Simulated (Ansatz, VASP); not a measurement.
One calculation of GaAs, two programs

Contents of INCAR:

```
SYSTEM = GaAs
ALGO = Normal
EDIFF = 1E-7
ENCUT = 520
GGA = PE
ISIF = 2
ISMEAR = -1
LASPH = .TRUE.
LCHARG = .FALSE.
LREAL = .FALSE.
LWAVE = .FALSE.
NBANDS = 16
NELM = 100
PREC = Accurate
SIGMA = 0.06
```

File KPOINTS:

```
k-points
0
G
  3 3 3
  0 0 0
```

POSCAR

```
GaAs
1.0
    0.0000000000      2.8268500000      2.8268500000
    2.8268500000      0.0000000000      2.8268500000
    2.8268500000      2.8268500000      0.0000000000
As Ga
1 1
Direct
    0.7500000000      0.7500000000      0.7500000000
    0.0000000000      0.0000000000      0.0000000000
```

The input input.yaml:

```yaml
crystal:
  lattice:
    - [0.0, 2.82685, 2.82685]
    - [2.82685, 0.0, 2.82685]
    - [2.82685, 2.82685, 0.0]
  atoms:
    - { symbol: As, position: [0.75, 0.75, 0.75] }
    - { symbol: Ga, position: [0.0, 0.0, 0.0] }
kpoints:
  mp_grid: { grid: [3, 3, 3] }
scf:
  occupations: { method: fermi_dirac, width: 0.06 }
hamiltonian:
  xc: pbe
  pseudopotentials: { kind: all_electron, lapw: { basis_error: 0.003 } }
output:
  forces: true
  stress: true
  eigenvalues: true
```

Alike in both runs: task single point; functional PBE; k mesh 3 × 3 × 3; occupations fermi-dirac, width 0.06 eV; no spin polarisation.

|  | VASP | Ansatz |
| --- | --- | --- |
| version | VASP 6.6.1 | Ansatz 0.2.0 |
| potentials or method | VASP PAW PBE potentials, release 64 (As, Ga_d), cutoff 520 eV | all-electron LAPW, scalar-relativistic |

|  | VASP | Ansatz | Ansatz less VASP |
| --- | --- | --- | --- |
| gap on the k mesh at the Fermi level (eV) | 0.49 | 0.50 | +0.001 |
| least direct gap on the mesh (eV) | 0.49 | 0.50 | +0.001 |
| pressure (GPa) | 4.7 | 4.5 | -0.20 |

Ansatz ran all-electron here, and VASP with PAW potentials.

The k mesh is coarse, so the values compare programs but aren't converged.
